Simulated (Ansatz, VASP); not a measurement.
## I: VASP beside Ansatz

```xyz
2
Lattice="12.0000 0.0000 0.0000 0.0000 12.3000 0.0000 0.0000 0.0000 12.6000" Properties=species:S:1:pos:R:3 pbc="T T T"
I     6.0000    6.1500    4.9600
I     6.0000    6.1500    7.6400
```

Alike in both runs: task relaxation of the atoms; functional LDA; k mesh 1 × 1 × 1; occupations fermi-dirac, width 0.01 eV; no spin polarisation.

|  | VASP | Ansatz |
| --- | --- | --- |
| version | VASP 6.6.1 | Ansatz 0.2.0 |
| potentials or method | VASP PAW LDA potentials, release 64 (I), cutoff 520 eV | plane waves (420 eV) with PAW, scalar-relativistic |
| valence electrons in the cell | 14 | 34 |

Ansatz gave:

- gap on the k mesh at the Fermi level, each at its own relaxed structure (eV): 1.85

Q: Estimate VASP's values.

A: gap on the k mesh at the Fermi level, each at its own relaxed structure (eV): 1.86.

Ansatz warns that its potentials were made for another functional, while VASP's fit it. LDA's correlation is that of Perdew and Zunger in VASP and of Perdew and Wang (1992) in Ansatz. VASP's potentials hold 14 valence electrons a cell and Ansatz's 34, so a difference there can come from the potentials and not from the codes. Ansatz's warnings: xc potential rough in thin density.

Spin-orbit coupling is off throughout.
